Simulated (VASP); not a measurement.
KCd2P2, 10 atoms in the cell. The structure is tetragonal, space group I4/mmm (No. 139). The conventional cell has a = 4.480 Å, b = 4.480 Å, c = 11.936 Å, α = 90.00°, β = 90.00°, γ = 90.00°. Within 4.6 Å of K (site symmetry 4/mmm) lie 10 P at 3.48 to 4.54 Å and 8 Cd at 3.73 Å and 4 K at 4.48 Å. Within 3.8 Å of Cd (site symmetry -4m2) lie 4 P at 2.73 Å and 4 Cd at 3.17 Å and 4 K at 3.73 Å. P (site symmetry 4mm) has 4 Cd at 2.73 Å and 1 P at 2.86 Å and 4 K at 3.48 Å within 3.6 Å. 

* Program: VASP 6.6.1
* Task: single point
* Functional: PBE
* Potentials or basis: VASP PAW PBE potentials, release 64 (K_sv, Cd, P)
* Cutoff: 500 eV
* k mesh: 4 × 4 × 4
* Occupations: gaussian, width 0.2 eV
* Spin: no spin polarisation
* Dipole correction: no
* Further INCAR settings: ALGO = Normal; EDIFF = 1e-06; NBANDS = 54

Potentials or basis: VASP PAW PBE potentials, release 64 (K_sv, Cd, P).

Command:

```console
$ cat potpaw_PBE.64/K_sv/POTCAR potpaw_PBE.64/Cd/POTCAR potpaw_PBE.64/P/POTCAR > POTCAR
$ mpirun -np 1 vasp_std > vasp.out
```

Hardware: 1 thread of Intel(R) Xeon(R) Platinum 8488C (Sapphire Rapids) (shared host).

Estimate the wall time of this run.

Wall time 2.7 min on 1 thread of Intel(R) Xeon(R) Platinum 8488C (Sapphire Rapids), on a shared host, peak memory 0.46 GiB. Counts: scf iterations 14, k points 21.
